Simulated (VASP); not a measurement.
Runs of VASP 6.6.1 on AlN. The structure is that of space group F-43m (No. 216), or close to it. The cells are those of the table. 

```csv
level,cell,smearing,gap on the mesh (eV),pressure (GPa)
PBE,"a = 3.213 Å, angles 60.0°, 2 atoms",fermi-dirac 0.02 eV,3.19,(c)
PBE,"a = 3.250 Å, angles 60.0°, 2 atoms",fermi-dirac 0.02 eV,(b),-19.4
r2SCAN,"a = 3.213 Å, angles 60.0°, 2 atoms",gaussian 0.01 eV,3.83,(a)
r2SCAN,"a = 3.250 Å, angles 60.0°, 2 atoms",gaussian 0.01 eV,3.54,-24.1
```

Alike in all rows: task single point; potentials or basis VASP PAW PBE potentials, release 64 (Al, N); no spin polarisation; k mesh 10 × 10 × 10; cutoff (eV) 520.

Estimate the missing entries.

(a) -20.0; (b) 2.91; (c) -15.3.

Caveats: the PAW data sets were made with another functional, which shifts forces and pressure a little (some runs).

A k mesh can miss the band edges.
